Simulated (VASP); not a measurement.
# MgS (P4_2/mbc) in VASP: a series of runs

Runs on MgS. Level: PBE. Tasks: single point, relaxation of cell and atoms.

Program: VASP 6.6.1. These are calculated values, not measurements. Logs are shortened: lines on timing, memory, paths and dates and some standing lists are left out, and cuts for length are marked.

## Step 1: The cell of the first run

The structure is tetragonal, space group P4_2/mbc (No. 135). Conventional cell: a = 9.107 Å, b = 9.107 Å, c = 4.349 Å, α = 90.00°, β = 90.00°, γ = 90.00°. Within 3.0 Å of Mg (site symmetry m) lie 4 S at 2.23 to 2.56 Å. Within 3.0 Å of S (site symmetry m) lie 4 Mg at 2.23 to 2.56 Å.

The cell was built from a structure type or drawn by symmetry, and may not be a known phase.

## Step 2: Single point, PBE

File INCAR:

```
ALGO = Normal ; EDIFF = 1E-6
ENCUT = 600 ; GGA = PE
GGA_COMPAT = F ; ISIF = 2
ISMEAR = 0 ; LASPH = T
LCHARG = F ; LREAL = F
LWAVE = F ; NBANDS = 46
NELM = 120 ; PREC = Accurate
SIGMA = 0.1
```

File KPOINTS:

```
k-points
0
Gamma
  2 2 4
```

File POSCAR:

```
MgS
1.0
    9.1071574700      0.0000000000      0.0000000000
    0.0000000000      9.1071574700      0.0000000000
    0.0000000000      0.0000000000      4.3493274100
Mg S
8 8
Direct
    0.6913084800      0.6225034900      0.0000000000
    0.8774965100      0.8086915200      0.5000000000
    0.3086915200      0.3774965100      0.0000000000
    0.1225034900      0.1913084800      0.5000000000
    0.6225034900      0.3086915200      0.5000000000
    0.8086915200      0.1225034900      0.0000000000
    0.3774965100      0.6913084800      0.5000000000
    0.1913084800      0.8774965100      0.0000000000
    0.1225034900      0.8086915200      0.5000000000
    0.3086915200      0.6225034900      0.0000000000
    0.8774965100      0.1913084800      0.5000000000
    0.6913084800      0.3774965100      0.0000000000
    0.1913084800      0.1225034900      0.0000000000
    0.3774965100      0.3086915200      0.5000000000
    0.8086915200      0.8774965100      0.0000000000
    0.6225034900      0.6913084800      0.5000000000
```

Potentials or basis: VASP PAW PBE potentials, release 64 (Mg, S).

Launch:

```sh
cat potpaw_PBE.64/Mg/POTCAR potpaw_PBE.64/S/POTCAR > POTCAR
mpirun -np 1 vasp_std > vasp.out
```

OUTCAR:

```text
EDIFF = 1E-6
   ENCUT = 600
   GGA = PE
   ISIF = 2
   ISMEAR = 0
   LASPH = T
   LREAL = F
   NELM = 120
   PREC = Accurate

 ion  position               nearest neighbor table
   1  0.691  0.623  0.000-  12 2.23  16 2.35  16 2.35  15 2.56   2 3.24   2 3.24   7 3.65   5 3.65
                             7 3.65   5 3.65
   2  0.877  0.809  0.500-   9 2.23  15 2.35  15 2.35  16 2.56   1 3.24   1 3.24   8 3.65   6 3.65
                             8 3.65   6 3.65
   3  0.309  0.377  0.000-  10 2.23  14 2.35  14 2.35  13 2.56   4 3.24   4 3.24   7 3.65   5 3.65
                             7 3.65   5 3.65
   4  0.123  0.191  0.500-  11 2.23  13 2.35  13 2.35  14 2.56   3 3.24   3 3.24   8 3.65   6 3.65
                             8 3.65   6 3.65
   5  0.623  0.309  0.500-  14 2.23  12 2.35  12 2.35  11 2.56   6 3.24   6 3.24   1 3.65   3 3.65
                             1 3.65   3 3.65
   6  0.809  0.123  0.000-  15 2.23  11 2.35  11 2.35  12 2.56   5 3.24   5 3.24   2 3.65   4 3.65
                             2 3.65   4 3.65
   7  0.377  0.691  0.500-  16 2.23  10 2.35  10 2.35   9 2.56   8 3.24   8 3.24   1 3.65   3 3.65
                             1 3.65   3 3.65
   8  0.191  0.877  0.000-  13 2.23   9 2.35   9 2.35  10 2.56   7 3.24   7 3.24   2 3.65   4 3.65
                             2 3.65   4 3.65
   9  0.123  0.809  0.500-   2 2.23   8 2.35   8 2.35   7 2.56
  10  0.309  0.623  0.000-   3 2.23   7 2.35   7 2.35   8 2.56
  11  0.877  0.191  0.500-   4 2.23   6 2.35   6 2.35   5 2.56
  12  0.691  0.377  0.000-   1 2.23   5 2.35   5 2.35   6 2.56
  13  0.191  0.123  0.000-   8 2.23   4 2.35   4 2.35   3 2.56
  14  0.377  0.309  0.500-   5 2.23   3 2.35   3 2.35   4 2.56
  15  0.809  0.877  0.000-   6 2.23   2 2.35   2 2.35   1 2.56
  16  0.623  0.691  0.500-   7 2.23   1 2.35   1 2.35   2 2.56

  LATTYP: Found a simple tetragonal cell.
 ALAT       =     9.1071574700
 C/A-ratio  =     0.4775724395

  Lattice vectors:

 A1 = (   9.1071574700,   0.0000000000,   0.0000000000)
 A2 = (   0.0000000000,   9.1071574700,   0.0000000000)
 A3 = (   0.0000000000,   0.0000000000,   4.3493274100)

Analysis of symmetry for initial positions (statically):
=====================================================================
 Subroutine PRICEL returns:
 Original cell was already a primitive cell.

 Routine SETGRP: Setting up the symmetry group for a
 simple tetragonal supercell.

 Subroutine GETGRP returns: Found 16 space group operations
 (whereof  4 operations were pure point group operations)
 out of a pool of 16 trial point group operations.

The static configuration has the point symmetry C_2h.
 The point group associated with its full space group is D_4h.

Analysis of symmetry for dynamics (positions and initial velocities):
=====================================================================
 Subroutine PRICEL returns:
 Original cell was already a primitive cell.

 Routine SETGRP: Setting up the symmetry group for a
 simple tetragonal supercell.

 Subroutine GETGRP returns: Found 16 space group operations
 (whereof  4 operations were pure point group operations)
 out of a pool of 16 trial point group operations.

The dynamic configuration has the point symmetry C_2h.
 The point group associated with its full space group is D_4h.

 Subroutine INISYM returns: Found 16 space group operations
 (whereof  4 operations are pure point group operations),
 and found     1 'primitive' translations

----------------------------------------------------------------------------------------

                                     Primitive cell

  volume of cell :     360.7346

  direct lattice vectors                    reciprocal lattice vectors
     9.107157470  0.000000000  0.000000000     0.109803745  0.000000000  0.000000000
     0.000000000  9.107157470  0.000000000     0.000000000  0.109803745  0.000000000
     0.000000000  0.000000000  4.349327410     0.000000000  0.000000000  0.229920607

  length of vectors
     9.107157470  9.107157470  4.349327410     0.109803745  0.109803745  0.229920607

  position of ions in fractional coordinates (direct lattice)
     0.691308480  0.622503490  0.000000000
     0.877496510  0.808691520  0.500000000
     0.308691520  0.377496510  0.000000000
     0.122503490  0.191308480  0.500000000
     0.622503490  0.308691520  0.500000000
     0.808691520  0.122503490  0.000000000
[... 8 lines left out ...]
     0.808691520  0.877496510  0.000000000
     0.622503490  0.691308480  0.500000000

  ion indices of the primitive-cell ions
   primitive index   ion index
                 1           1
                 2           2
                 3           3
                 4           4
                 5           5
                 6           6
[... 8 lines left out ...]
                15          15
                16          16

----------------------------------------------------------------------------------------

 KPOINTS: k-points

Automatic generation of k-mesh.
 Grid dimensions read from file:
 generate k-points for:    2    2    4

 Generating k-lattice:

  Cartesian coordinates                     Fractional coordinates (reciprocal lattice)
     0.054901873  0.000000000  0.000000000     0.500000000  0.000000000  0.000000000
     0.000000000  0.054901873  0.000000000     0.000000000  0.500000000  0.000000000
     0.000000000  0.000000000  0.057480152     0.000000000  0.000000000  0.250000000

  Length of vectors
     0.054901873  0.054901873  0.057480152

  Shift w.r.t. Gamma in fractional coordinates (k-lattice)
     0.000000000  0.000000000  0.000000000

 Subroutine IBZKPT returns following result:
 ===========================================

 Found      9 irreducible k-points:

 Following reciprocal coordinates:
            Coordinates               Weight
  0.000000  0.000000  0.000000      1.000000
  0.500000  0.000000  0.000000      2.000000
  0.500000  0.500000  0.000000      1.000000
  0.000000  0.000000  0.250000      2.000000
  0.500000  0.000000  0.250000      4.000000
  0.500000  0.500000  0.250000      2.000000
  0.000000  0.000000  0.500000      1.000000
  0.500000  0.000000  0.500000      2.000000
  0.500000  0.500000  0.500000      1.000000
   k-points           NKPTS =      9   k-points in BZ     NKDIM =      9   number of bands    NBANDS=     46
   number of dos      NEDOS =    301   number of ions     NIONS =     16
   total plane-waves  NPLWV = 230400
   dimension x,y,z NGX =    80 NGY =   80 NGZ =   36
   dimension x,y,z NGXF=   160 NGYF=  160 NGZF=   72
   ions per type =               8   8
   NGX,Y,Z   is equivalent  to a cutoff of  14.60, 14.60, 13.76 a.u.
   NGXF,Y,Z  is equivalent  to a cutoff of  29.21, 29.21, 27.52 a.u.
 SYSTEM =  unknown system
   PREC   = accura    normal or accurate (medium, high low for compatibility)
   ISTART =      0    job   : 0-new  1-cont  2-samecut
   ICHARG =      2    charge: 1-file 2-atom 10-const
   ISPIN  =      1    spin polarized calculation?
   LNONCOLLINEAR =      F non collinear calculations
   LSORBIT =      F    spin-orbit coupling
   LASPH  =      T    aspherical Exc in radial PAW
   ENCUT  =  600.0 eV  44.10 Ry    6.64 a.u.  18.19 18.19  8.69*2*pi/ulx,y,z
   NELM   =    120;   NELMIN=  2; NELMDL= -5     # of ELM steps
   EDIFF  = 0.1E-05   stopping-criterion for ELM
   LREAL  =      F    real-space projection
   EDIFFG = 0.1E-04   stopping-criterion for IOM
   NSW    =      0    number of steps for IOM
   IBRION =     -1    ionic relax: 0-MD 1-quasi-New 2-CG
   NFREE  =      0    steps in history (QN), initial steepest desc. (CG)
   ISIF   =      2    stress and relaxation
   ISYM   =      2    0-nonsym 1-usesym 2-fastsym
   POTIM  = 0.5000    time-step for ionic-motion
   TEBEG  =    0.0;   TEEND  =   0.0 temperature during run
   PSTRESS=    0.0 pullay stress
   NELECT =      64.0000    total number of electrons
   NUPDOWN=      -1.0000    fix difference up-down
   EMIN   =  10.00;   EMAX   =-10.00  energy-range for DOS
   EFERMI =   0.00;   METHOD = LEGACY
   ISMEAR =     0;   SIGMA  =   0.10  broadening in eV -4-tet -1-fermi 0-gaus
   EFERMI_NEDOS =   21; number of points for ismear=-14 and -15
   IALGO  =     38    algorithm
   IMIX   =      4    mixing-type and parameters
     AMIX     =   0.40;   BMIX     =  1.00
     AMIX_MAG =   1.60;   BMIX_MAG =  1.00
  volume/ion in A,a.u.               =      22.55       152.15
  Fermi-wavevector in a.u.,A,eV,Ry     =   0.919896  1.738352 11.513376  0.846209
  Thomas-Fermi vector in A             =   2.045141
   LORBIT       =      0    0 simple, 1 ext, 2 COOP (PROOUT), +10 PAW based schemes
   GGA     = PE    functional components
   LHFCALC =     F    Hartree Fock is set to
   AEXX    =    0.0000 exact exchange contribution
   IVDW    =     0    specifies the selected vdW correction
   LEPSILON=     F    determine dielectric tensor
   LRPA    =     F    only Hartree local field effects (RPA)
 non-spin polarized calculation
 Gauss-broadening in eV      SIGMA  =   0.10
  energy-cutoff  :      600.00
  volume of cell :      360.73
 maximum number of plane-waves:     12100
 NGX is ok and might be reduce to    80
   NGX = 37   NGY = 37   NGZ = 17

 number of electron      64.0000001 magnetization

 Free energy of the ion-electron system (eV)
  ---------------------------------------------------
  ext. energy  EPLUGINS =         0.00000000
  ---------------------------------------------------
  free energy    TOTEN  =       -60.47303099 eV

  energy without entropy =      -60.47303099  energy(sigma->0) =      -60.47303099

 E-fermi :   2.5554     XC(G=0):  -8.1249

 val. band max:        2.0918699314   @ k =   0.0000   0.0000   0.0000
 cond. band min:       3.7907634968   @ k =   0.0000   0.0000   0.0000
 fundamental gap:      1.6988935654
 Fermi energy:         2.5554067007

 k-point     1 :       0.0000    0.0000    0.0000
  band No.  band energies     occupation
      1     -10.6417      2.00000
      2     -10.1437      2.00000
      3     -10.1437      2.00000
      4      -9.7369      2.00000
      5      -9.7352      2.00000
      6      -9.1792      2.00000
[... 36 lines left out ...]
     43       7.6422      0.00000
     44       7.6422      0.00000
[... 334 lines left out ...]
      3      -9.6236      2.00000
      4      -9.6236      2.00000
      5      -9.5282      2.00000
      6      -9.5282      2.00000
[... 36 lines left out ...]
     43       8.2994      0.00000
     44       8.2994      0.00000
 [bands above 44 left out]

------------------------ aborting loop because EDIFF is reached ----------------------------------------

  FORCE on cell =-STRESS in cart. coord.  units (eV):
  Direction    XX          YY          ZZ          XY          YZ          ZX
  --------------------------------------------------------------------------------------
  -------------------------------------------------------------------------------------
  Total       19.9320942     19.9320942     34.5825751      0.0000000      0.0000000      0.0000000
  in kB       88.5269943     88.5269943    153.5960748      0.0000000      0.0000000      0.0000000
  external PRESSURE =     110.2166878 kB  Pullay stress =       0.0000000 kB

 VOLUME and BASIS-vectors are now :
 -----------------------------------------------------------------------------
  energy-cutoff  :      600.00
  volume of cell :      360.73
      direct lattice vectors                 reciprocal lattice vectors
     9.107157470  0.000000000  0.000000000     0.109803745  0.000000000  0.000000000
     0.000000000  9.107157470  0.000000000     0.000000000  0.109803745  0.000000000
     0.000000000  0.000000000  4.349327410     0.000000000  0.000000000  0.229920607

 POSITION                                       TOTAL-FORCE (eV/Angst)
 -----------------------------------------------------------------------------------
      6.29586      5.66924      0.00000        -0.560331      1.157416      0.000000
      7.99150      7.36488      2.17466        -1.157416      0.560331      0.000000
      2.81130      3.43792      0.00000         0.560331     -1.157416     -0.000000
      1.11566      1.74228      2.17466         1.157416     -0.560331     -0.000000
      5.66924      2.81130      2.17466         1.157416      0.560331      0.000000
      7.36488      1.11566      0.00000         0.560331      1.157416     -0.000000
[... 8 lines left out ...]
      7.36488      7.99150      0.00000         0.058624     -1.124020      0.000000
      5.66924      6.29586      2.17466         1.124020     -0.058624     -0.000000
 -----------------------------------------------------------------------------------
    total drift:                                0.000000      0.000000     -0.000000

  FREE ENERGIE OF THE ION-ELECTRON SYSTEM (eV)
  ---------------------------------------------------
  free  energy   TOTEN  =       -60.4730309851 eV

  energy  without entropy=      -60.4730309851  energy(sigma->0) =      -60.47303099
```

It took 7.5 min on 1 thread of Intel Xeon 8259CL, shared host; peak memory 0.6 GiB.

What came out:

```yaml
Free_energy: -60.4730 eV
Pressure: 11.0 GPa
Largest_force: 1.286 eV/Å
Band_gap_on_the_k_mesh: 1.70 eV
```

Forces in eV/Å, atoms in the order of the input:
```
Mg  -0.560  1.157  0.000
Mg  -1.157  0.560  0.000
Mg   0.560 -1.157  0.000
Mg   1.157 -0.560  0.000
Mg   1.157  0.560  0.000
Mg   0.560  1.157  0.000
Mg  -1.157 -0.560  0.000
Mg  -0.560 -1.157  0.000
S    1.124  0.059  0.000
S    0.059  1.124  0.000
S   -1.124 -0.059  0.000
S   -0.059 -1.124  0.000
S   -0.059  1.124  0.000
S   -1.124  0.059  0.000
S    0.059 -1.124  0.000
S    1.124 -0.059  0.000
```

Stress tensor (GPa, compression positive):
```
 8.85  0.00  0.00
 0.00  8.85  0.00
 0.00  0.00 15.36
```

Caveat: the cell stands under pressure; forces of over 1 eV/Å act on the atoms, so gaps and moduli don't describe the material at rest.

## Step 3: Relaxation of cell and atoms, PBE

File INCAR:

```
SYSTEM = MgS
  PREC = Accurate
  ENCUT = 600
  EDIFF = 1E-7
  ISMEAR = 0
  SIGMA = 0.1
  LREAL = .False.
  LASPH = .True.
  NELM = 120
  ALGO = Normal
  ISIF = 3
  LWAVE = .False.
  LCHARG = .False.
  GGA = PE
  IBRION = 2
  NSW = 90
  EDIFFG = -0.04
  GGA_COMPAT = .False.
  NELMIN = 4
```

File KPOINTS:

```
Automatic mesh
0
Gamma
  2 2 4
  0 0 0
```

POSCAR is that of step 2.

Potentials or basis: VASP PAW PBE potentials, release 64 (Mg, S).

Launch:

```sh
cat potpaw_PBE.64/Mg/POTCAR potpaw_PBE.64/S/POTCAR > POTCAR
mpirun -np 1 vasp_std > vasp.out
```

Run time: 45 min. Hardware: 1 thread of Intel Xeon Platinum 8488C (Sapphire Rapids), shared host; peak memory 0.61 GiB.

Results (log left out):

```yaml
Free_energy: -66.7309 eV
Relaxed_volume: 23.92 Å³/atom
Relaxed_cell: a = 8.544 Å, b = 8.544 Å, c = 5.244 Å, α = 90.00°, β = 90.00°, γ = 90.00°
Space_group_after_relaxing_to_0.1_Å: P4_2/mbc (No. 135)
Energy_gained_by_relaxing: 391.1 meV/atom
Ionic_steps: 22
Pressure_after_relaxing: 0.1 GPa
Largest_force_after_relaxing: 0.014 eV/Å
Band_gap_on_the_k_mesh: 2.95 eV
```

Forces in eV/Å, atoms in the order of the input:
```
Mg   0.005 -0.012  0.000
Mg   0.012 -0.005  0.000
Mg  -0.005  0.012  0.000
Mg  -0.012  0.005  0.000
Mg  -0.012 -0.005  0.000
Mg  -0.005 -0.012  0.000
Mg   0.012  0.005  0.000
Mg   0.005  0.012  0.000
S    0.007 -0.007  0.000
S   -0.007  0.007  0.000
S   -0.007  0.007  0.000
S    0.007 -0.007  0.000
S    0.007  0.007  0.000
S   -0.007 -0.007  0.000
S   -0.007 -0.007  0.000
S    0.007  0.007  0.000
```

The path:
| step | energy change (eV) | largest force (eV/Å) | pressure (GPa) | volume (Å³) |
| --- | --- | --- | --- | --- |
| 1 | 0.0000 | 1.2859 | 11.02 | 360.73 |
| 2 | -2.4668 | 0.6891 | -2.72 | 447.66 |
| 3 | -2.5914 | 0.7469 | -0.87 | 428.62 |
| 4 | -2.9363 | 0.6269 | -0.66 | 424.62 |
| 5 | -3.7338 | 0.5609 | -0.08 | 412.49 |
| 6 | -4.9061 | 1.2277 | 1.01 | 387.73 |
| 7 | 0.3586 | 3.6446 | 14.71 | 336.78 |
| 8 | -4.9211 | 1.2775 | 1.39 | 383.96 |
| 9 | -5.3249 | 1.3664 | 3.98 | 360.52 |
| 10 | -5.3640 | 1.4779 | 2.61 | 369.58 |
| 11 | -5.3983 | 1.4599 | 3.10 | 365.77 |
| 12 | -5.6186 | 1.1863 | 2.70 | 366.86 |
| 13 | -5.7532 | 0.7518 | 2.37 | 368.60 |
| 14 | -5.8666 | 0.6969 | 1.76 | 371.96 |
| 15 | -6.0820 | 0.5434 | 0.12 | 382.13 |
| 16 | -6.0410 | 0.2955 | -2.41 | 402.96 |
| 17 | -6.1355 | 0.4194 | -1.11 | 391.25 |
| 18 | -6.1955 | 0.2796 | -0.82 | 389.04 |
| 19 | -6.2490 | 0.0813 | 0.02 | 383.82 |
| 20 | -6.2497 | 0.0403 | -0.09 | 384.41 |
| 21 | -6.2535 | 0.0327 | -0.05 | 383.98 |
| 22 | -6.2578 | 0.0135 | 0.09 | 382.76 |

Final structure:
```yaml
crystal:
  lattice:
    - [8.54382, 0.00000, 0.00000]
    - [0.00000, 8.54382, 0.00000]
    - [0.00000, 0.00000, 5.24353]
  atoms:
    - { symbol: Mg, position: [0.63693, 0.64946, 0.00000] }
    - { symbol: Mg, position: [0.85054, 0.86307, 0.50000] }
    - { symbol: Mg, position: [0.36307, 0.35054, 0.00000] }
    - { symbol: Mg, position: [0.14946, 0.13693, 0.50000] }
    - { symbol: Mg, position: [0.64946, 0.36307, 0.50000] }
    - { symbol: Mg, position: [0.86307, 0.14946, 0.00000] }
    - { symbol: Mg, position: [0.35054, 0.63693, 0.50000] }
    - { symbol: Mg, position: [0.13693, 0.85054, 0.00000] }
    - { symbol: S, position: [0.14454, 0.84207, 0.50000] }
    - { symbol: S, position: [0.34207, 0.64454, 0.00000] }
    - { symbol: S, position: [0.85546, 0.15793, 0.50000] }
    - { symbol: S, position: [0.65793, 0.35546, 0.00000] }
    - { symbol: S, position: [0.15793, 0.14454, 0.00000] }
    - { symbol: S, position: [0.35546, 0.34207, 0.50000] }
    - { symbol: S, position: [0.84207, 0.85546, 0.00000] }
    - { symbol: S, position: [0.64454, 0.65793, 0.50000] }
```

Levels at points of the mesh, in eV from the valence-band top:
```csv
k point,band 28,band 29,band 30,band 31,band 32,band 33,band 34,band 35,band 36,band 37
"(0.00, 0.00, 0.00)",-0.68,-0.65,-0.65,-0.63,0.00,2.95,3.01,4.33,4.33,4.43
"(0.50, 0.00, 0.00)",-0.89,-0.63,-0.63,-0.48,-0.48,3.85,3.85,3.98,3.98,4.37
"(0.50, 0.50, 0.00)",-0.78,-0.59,-0.59,-0.49,-0.49,3.58,3.58,4.10,4.10,4.73
"(0.00, 0.00, 0.50)",-0.53,-0.43,-0.43,-0.42,-0.42,4.58,4.58,4.95,4.95,5.01
"(0.50, 0.00, 0.50)",-0.80,-0.43,-0.43,-0.42,-0.42,4.68,4.68,4.73,4.73,5.62
"(0.50, 0.50, 0.50)",-1.17,-0.38,-0.38,-0.38,-0.38,4.44,4.44,4.44,4.44,5.21
```

Caveat: a cell axis changed by over 15 % at a fixed basis, so the end point is rough.
